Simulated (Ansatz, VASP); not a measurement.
# HgTe in VASP and in Ansatz

```
CELL_PARAMETERS angstrom
0.00000 3.06392 3.06392
3.06392 0.00000 3.06392
3.06392 3.06392 0.00000
ATOMIC_POSITIONS crystal
Hg 0.00000 0.00000 0.00000
Te 0.50000 0.50000 0.50000
```

Alike in both runs: functional PBE; k mesh 6 × 6 × 6; occupations gaussian, width 0.1 eV; no spin polarisation.

Ansatz relaxed the structure, and its values are those at the end. VASP's run is a single point on that final structure, the one shown.

```csv
,VASP,Ansatz
version,VASP 6.6.1,Ansatz 0.2.0
potentials or method,"VASP PAW PBE potentials, release 64 (Hg, Te), cutoff 500 eV","scalar-relativistic, plane waves, PAW"
valence electrons in the cell,18,36
```

|  | VASP | Ansatz | Ansatz less VASP |
| --- | --- | --- | --- |
| gap on the k mesh at the Fermi level (eV) | none | none | - |
| pressure (GPa) | 0.3 | 0.2 | -0.11 |

A gap of «none» marks a metal or a gap that the smearing closes. The functional is the same, so the differences come from potentials, cutoffs and numerics. VASP's potentials hold 18 valence electrons a cell and Ansatz's 36, so a difference there can come from the potentials and not from the codes.

Spin-orbit coupling is off throughout.
